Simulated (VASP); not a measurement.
Runs of VASP 6.6.1 on NaF. The structure is that of space group Fm-3m (No. 225), or close to it. The cells are those of the table. 

| level | cell | gap on the mesh (eV) | pressure (GPa) |
| --- | --- | --- | --- |
| PBEsol | a = 3.258 Å, angles 60.0°, 2 atoms | 6.25 | 0.7 |
| PBEsol | a = 3.266 Å, angles 60.3°, 2 atoms | 6.16 | -0.1 |
| PBEsol | a = 3.282 Å, angles 59.7°, 2 atoms | 6.17 | -0.1 |
| PBEsol | a = 3.274 Å, angles 60.0°, 2 atoms | 6.17 | -0.1 |
| PBEsol | a = 3.282, b = 3.282, c = 3.274 Å, angles 60.1, 60.1, 59.8°, 2 atoms | (b) | (a) |
| PBEsol+D3(BJ) | a = 3.274 Å, angles 60.0°, 2 atoms | 6.17 | -2.2 |
| PBEsol | a = 3.290 Å, angles 60.0°, 2 atoms | 6.10 | -0.7 |
| PBEsol | a = 3.266, b = 3.266, c = 3.274 Å, angles 59.9, 59.9, 60.2°, 2 atoms | 6.20 | 0.1 |

Alike in all rows: task single point; potentials or basis VASP PAW PBE potentials, release 64 (Na_pv, F); no spin polarisation; k mesh 10 × 10 × 10; cutoff (eV) 520; smearing gaussian 0.01 eV.

Problem. Fill in the values left out.

Solution. (a) -0.3; (b) 6.15.

Caveats: the PAW data sets were made with another functional, which shifts forces and pressure a little; three body term missing (at least some runs).

A k mesh can miss the band edges.
